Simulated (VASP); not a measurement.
MgO, 2 atoms in the cell. The structure is cubic, space group Fm-3m (No. 225). Conventional cell: a = 4.309 Å, b = 4.309 Å, c = 4.309 Å, α = 90.00°, β = 90.00°, γ = 90.00°. Within 2.9 Å of Mg (site symmetry m-3m) lie 6 O at 2.15 Å. Within 2.9 Å of O (site symmetry m-3m) lie 6 Mg at 2.15 Å.  This cell differs from its parent crystal: strain +2.5%.

| Item | Value |
| --- | --- |
| Program | VASP 6.6.1 |
| Task | single point |
| Functional | r2SCAN |
| Potentials or basis | VASP PAW PBE potentials, release 64 (Mg, O) |
| Cutoff | 520 eV |
| k mesh | 10 × 10 × 10 |
| Occupations | gaussian, width 0.01 eV |
| Spin | no spin polarisation |
| Dipole correction | no |
| Further INCAR settings | ALGO = Normal; EDIFF = 1e-07; NBANDS = 11 |

Potentials or basis: VASP PAW PBE potentials, release 64 (Mg, O).

Command:

```console
$ cat potpaw_PBE.64/Mg/POTCAR potpaw_PBE.64/O/POTCAR > POTCAR
$ cp INCAR.step1 INCAR
$ mpirun -np 1 vasp_std > vasp.out
$ cp INCAR.step2 INCAR
$ mpirun -np 1 vasp_std > vasp.out
```

Hardware: 1 thread of AMD EPYC 7R43 64-Core Processor (Zen 3), with other jobs on the host.

**Question.** Estimate the wall time of this run.

**Answer.** It took 64 s on 1 thread of AMD EPYC 7R43 64-Core Processor (Zen 3), on a shared host, peak memory 0.11 GiB. Counts: k points 47.
